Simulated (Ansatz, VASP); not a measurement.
**Ba3Ta5 in VASP and in Ansatz**

INCAR

```
PREC = Accurate
ENCUT = 500
EDIFF = 1E-6
ISMEAR = 0
SIGMA = 0.1
LREAL = F
LASPH = T
NELM = 120
ALGO = Normal
ISIF = 2
LWAVE = F
LCHARG = T
GGA = PE
LELF = T
LVHAR = T
NBANDS = 58
GGA_COMPAT = F
```

KPOINTS

```
Automatic mesh
0
Gamma
  4 4 4
```

POSCAR

```
Ba3Ta5
1.0
   -3.6114128800      3.6114128800      3.6114128800
    3.6114128800     -3.6114128800      3.6114128800
    3.6114128800      3.6114128800     -3.6114128800
Ba Ta
3 5
Direct
    0.0000000000      0.5000000000      0.5000000000
    0.5000000000      0.5000000000      0.0000000000
    0.5000000000      0.0000000000      0.5000000000
    0.0000000000      0.0000000000      0.0000000000
    0.0000000000      0.0000000000      0.5000000000
    0.0000000000      0.5000000000      0.0000000000
    0.5000000000      0.0000000000      0.0000000000
    0.5000000000      0.5000000000      0.5000000000
```

Input for Ansatz:

```yaml
crystal:
  lattice:
    - [-3.61141288, 3.61141288, 3.61141288]
    - [3.61141288, -3.61141288, 3.61141288]
    - [3.61141288, 3.61141288, -3.61141288]
  atoms:
    - { symbol: Ba, position: [0.0, 0.5, 0.5] }
    - { symbol: Ba, position: [0.5, 0.5, 0.0] }
    - { symbol: Ba, position: [0.5, 0.0, 0.5] }
    - { symbol: Ta, position: [0.0, 0.0, 0.0] }
    - { symbol: Ta, position: [0.0, 0.0, 0.5] }
    - { symbol: Ta, position: [0.0, 0.5, 0.0] }
    - { symbol: Ta, position: [0.5, 0.0, 0.0] }
    - { symbol: Ta, position: [0.5, 0.5, 0.5] }
basis:
  ecutwfc: 420
kpoints:
  mp_grid: { grid: [4, 4, 4] }
hamiltonian:
  xc: pbe
scf:
  occupations: { method: gaussian, width: 0.1 }
  lower_state_search: "off"
output:
  forces: true
  stress: true
  eigenvalues: true
```

Change from the starting cell: species swapped into the Fe5Co3 type (Im-3m, No. 229).

Alike in both runs: task single point; functional PBE; k mesh 4 × 4 × 4; occupations gaussian, width 0.1 eV; no spin polarisation.

|  | VASP | Ansatz |
| --- | --- | --- |
| version | VASP 6.6.1 | Ansatz 0.2.0 |
| potentials or method | VASP PAW PBE potentials, release 64 (Ba_sv, Ta_sv_GW), cutoff 500 eV | scalar-relativistic, plane waves, PAW |
| valence electrons in the cell | 95 | 95 |

```tsv
	VASP	Ansatz	Ansatz less VASP
gap on the k mesh at the Fermi level (eV)	none	none	-
pressure (GPa)	1.3	-0.1	-1.36
```

A gap of «none» marks a metal or a gap that the smearing closes.

Neither program's run includes spin-orbit coupling.
